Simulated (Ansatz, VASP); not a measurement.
One calculation of LiF, two programs

```
CELL_PARAMETERS angstrom
0.00000 2.01400 2.01400
2.01400 0.00000 2.01400
2.01400 2.01400 0.00000
ATOMIC_POSITIONS crystal
Li 0.00000 0.00000 0.00000
F 0.50000 0.50000 0.50000
```

Alike in both runs: task single point; functional PBE; k mesh 10 × 10 × 10; occupations gaussian, width 0.05 eV; no spin polarisation.

```csv
,VASP,Ansatz
version,VASP 6.6.1,Ansatz 0.2.0
potentials or method,"VASP PAW PBE potentials, release 64 (Li_sv, F), cutoff 750 eV","scalar-relativistic, plane waves, PAW"
valence electrons in the cell,10,10
```

Ansatz gave:

| Item | Value |
| --- | --- |
| gap on the k mesh at the Fermi level (eV) | 9.09 |
| least direct gap on the mesh (eV) | 9.09 |
| pressure (GPa) | 2.1 |

Q: Which values does VASP return?

A: gap on the k mesh at the Fermi level (eV): 9.08; least direct gap on the mesh (eV): 9.08; pressure (GPa): 1.4.
